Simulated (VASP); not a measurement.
# B4As3N: single point with PBE0

The system is B4As3N.

```xyz
8
Lattice="-2.2610 2.2610 4.4493 2.2610 -2.2610 4.4493 2.2610 2.2610 -4.4493" Properties=species:S:1:pos:R:3 pbc="T T T"
N     0.0000    0.0000    0.0000
B     1.3430    1.3430    3.4595
B    -1.3430    1.3430    5.4390
B     0.9180    0.9180   -0.9897
B     1.3430   -1.3430    5.4390
As    2.2610    0.0000    2.2246
As    0.0000    0.0000    4.4493
As    0.0000    2.2610    2.2246
```

* Program: VASP 6.6.1
* Task: single point
* Functional: PBE0
* Potentials or basis: VASP PAW PBE potentials, release 64 (N, B, As)
* Cutoff: 520 eV
* k mesh: 4 × 4 × 4
* Occupations: gaussian, width 0.01 eV
* Spin: no spin polarisation
* Dipole correction: no
* Grid for exact exchange (PRECFOCK): Fast
* Further INCAR settings: ALGO = Normal; EDIFF = 1e-06; NBANDS = 26
* Share of exact exchange: 0.25

| Quantity | Value |
| --- | --- |
| Pressure | -2.1 GPa |
| Largest force | 0.144 eV/Å |
| Band gap on the k mesh | 2.75 eV |

Forces on the atoms (eV/Å):
```
N    0.000  0.000  0.000
B    0.065  0.065  0.111
B   -0.065  0.065 -0.111
B   -0.065 -0.065  0.111
B    0.065 -0.065 -0.111
As   0.000  0.000  0.000
As   0.000  0.000  0.000
As   0.000  0.000  0.000
```

Levels at points of the mesh, in eV from the valence-band top:
```csv
k point,band 12,band 13,band 14,band 15,band 16,band 17,band 18,band 19,band 20,band 21
"(0.00, 0.00, 0.00)",-4.04,-4.04,-0.34,0.00,0.00,2.75,3.51,6.11,6.11,6.18
"(0.50, 0.00, 0.00)",-3.94,-3.37,-3.02,-2.82,-0.95,4.80,6.11,6.27,6.63,7.18
"(0.50, 0.50, 0.00)",-2.62,-1.91,-1.07,-0.61,-0.61,3.42,5.71,6.52,6.56,7.05
"(0.50, 0.50, 0.50)",-2.54,-2.54,-2.21,-1.79,-1.79,3.07,3.57,3.92,3.99,4.00
```

It took 75 min on 1 thread of Intel Xeon 8259CL, on a shared host, peak memory 0.29 GiB.

Caveat: the PAW data sets were made with another functional, which shifts forces and pressure a little. A k mesh can miss the band edges.
